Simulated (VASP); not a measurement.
Input of a VASP 6.6.1 run:

File INCAR:

```
PREC = Accurate
ENCUT = 600
EDIFF = 1E-6
ISMEAR = 0
SIGMA = 0.1
LREAL = F
LASPH = T
NELM = 80
ALGO = Normal
ISIF = 3
LWAVE = F
LCHARG = F
GGA = PE
IBRION = 2
NSW = 100
EDIFFG = -0.01
```

Contents of KPOINTS:

```
regular mesh
0
Gamma
  20 20 20
```

The input POSCAR:

```
MgH2
1.0
   -1.6657876729      1.6958416285      2.3787852496
    1.6657876729     -1.6958416285      2.3787852496
    1.6657876729      1.6958416285     -2.3787852496
Mg H
1 2
Direct
    0.5000000000      0.5000000000      0.0000000000
    0.2491537510      0.7491537510      0.5000000000
    0.7508462490      0.2508462490      0.5000000000
```

Potentials or basis: VASP PAW PBE potentials, release 64 (Mg, H).

Command:

```sh
$ cat potpaw_PBE.64/Mg/POTCAR potpaw_PBE.64/H/POTCAR > POTCAR
$ mpirun -np 1 vasp_std > vasp.out
```

**Question.** What does it give for the relaxed cell?

**Answer.** a = 3.358 Å, b = 3.358 Å, c = 3.358 Å, α = 120.53°, β = 119.47°, γ = 90.00°.

**Question.** What does it give for the relaxed volume?

**Answer.** 8.92 Å³/atom.

Final structure:
```xyz
3
Lattice="-1.6652 1.6923 2.3742 1.6652 -1.6923 2.3742 1.6652 1.6923 -2.3742" Properties=species:S:1:pos:R:3 pbc="T T T"
Mg    0.0000    0.0000    2.3742
H     1.6652    0.0000    1.1834
H     0.0000    1.6923    1.1907
```
